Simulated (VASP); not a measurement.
Input of a VASP 6.6.1 run:

INCAR

```
  PREC = Accurate
  ENCUT = 600
  EDIFF = 1E-6
  ISMEAR = 0
  SIGMA = 0.1
  LREAL = F
  LASPH = T
  NELM = 100
  ALGO = Fast
  ISIF = 3
  LWAVE = F
  LCHARG = F
  GGA = PS
  IBRION = 2
  NSW = 65
  EDIFFG = -0.01
```

File KPOINTS:

```
Automatic mesh
0
Gamma
  21 21 5
```

POSCAR

```
Mn
1.0
    2.4516549690      0.0000000000      0.0000000000
   -1.2258274845      2.1231954845      0.0000000000
    0.0000000000      0.0000000000      7.9297089889
Mn
4
Direct
    0.0000000000      0.0000000000      0.0000000000
    0.3333333333      0.6666666667      0.2500000000
    0.0000000000      0.0000000000      0.5000000000
    0.6666666667      0.3333333333      0.7500000000
```

Potentials or basis: VASP PAW PBE potentials, release 64 (Mn_pv).

Command:

```sh
$ cat potpaw_PBE.64/Mn_pv/POTCAR > POTCAR
$ mpirun -np 1 vasp_std > vasp.out
```

(1) Estimate the band gap on the k mesh.

(2) Estimate the relaxed cell.

Answers

(1) zero (band 26 reaches 12.18 eV, above the bottom of band 27 at 9.95 eV).

(2) a = 2.454 Å, b = 2.454 Å, c = 7.913 Å, α = 90.00°, β = 90.00°, γ = 120.00°.

Caveat: the run has no spin polarisation, though such a crystal can be magnetic.
